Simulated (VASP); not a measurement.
Write the native input for VASP 6.6.1 that does the following.

| Quantity | Value |
| --- | --- |
| Task | single point |
| Functional | PBEsol |
| Potentials or basis | VASP PAW PBE potentials, release 64 (Pt, H) |
| Cutoff | 520 eV |
| k mesh | 12 × 12 × 1 |
| Occupations | gaussian, width 0.1 eV |
| Spin | no spin polarisation |
| Dipole correction | yes |
| Further INCAR settings | ALGO = Normal; EDIFF = 1e-07; NBANDS = 28 |

The structure of HPt4 lies in POSCAR:

```
HPt4
1.0
    2.7704872837      0.0000000000      0.0000000000
   -1.3852436419      2.3993123686      0.0000000000
    0.0000000000      0.0000000000     25.7862801841
Pt H
4 1
Direct
    0.6666666667      0.3333333333      0.3296326550
    0.3333333333      0.6666666667      0.4173573434
    0.0000000000      0.0000000000      0.5055215876
    0.6666666667      0.3333333333      0.5954972623
    0.6666666667      0.3333333333      0.6557457947
```

These files were run (other wordings do the same):

INCAR

```
SYSTEM = HPt4
ALGO     = Normal         ! electronic algorithm
DIPOL    = 0.5 0.5 0.501
EDIFF    = 1E-7           ! SCF threshold, eV
ENCUT    = 520            ! plane-wave cutoff, eV
GGA      = PS             ! functional
IDIPOL   = 3            
ISIF     = 2              ! what is computed and relaxed
ISMEAR   = 0              ! smearing method
LASPH    = .True.         ! aspherical terms in the spheres
LCHARG   = .True.         ! write CHGCAR
LDIPOL   = .True.       
LELF     = .True.         ! ELF
LREAL    = .False.        ! projectors in reciprocal space
LVACPOTAV= .True.       
LVHAR    = .True.       
LWAVE    = .False.        ! write WAVECAR
NBANDS   = 28             ! bands
NELM     = 100            ! most SCF steps
PREC     = Accurate       ! precision mode
SIGMA    = 0.1            ! smearing width, eV
```

KPOINTS

```
k-points
0
Gamma
  12 12 1
  0 0 0
```

Potentials or basis: VASP PAW PBE potentials, release 64 (Pt, H).

Command:

```bash
$ cat potpaw_PBE.64/Pt/POTCAR potpaw_PBE.64/H/POTCAR > POTCAR
$ mpirun -np 1 vasp_std > vasp.out
```

It gave:

* Largest force: 0.142 eV/Å

Caveat: the PAW data sets were made with another functional, which shifts forces and pressure a little.

Run time: 2.4 min on 1 thread of Intel(R) Xeon(R) Platinum 8488C (Sapphire Rapids), with other jobs on the host, peak memory 0.36 GiB.
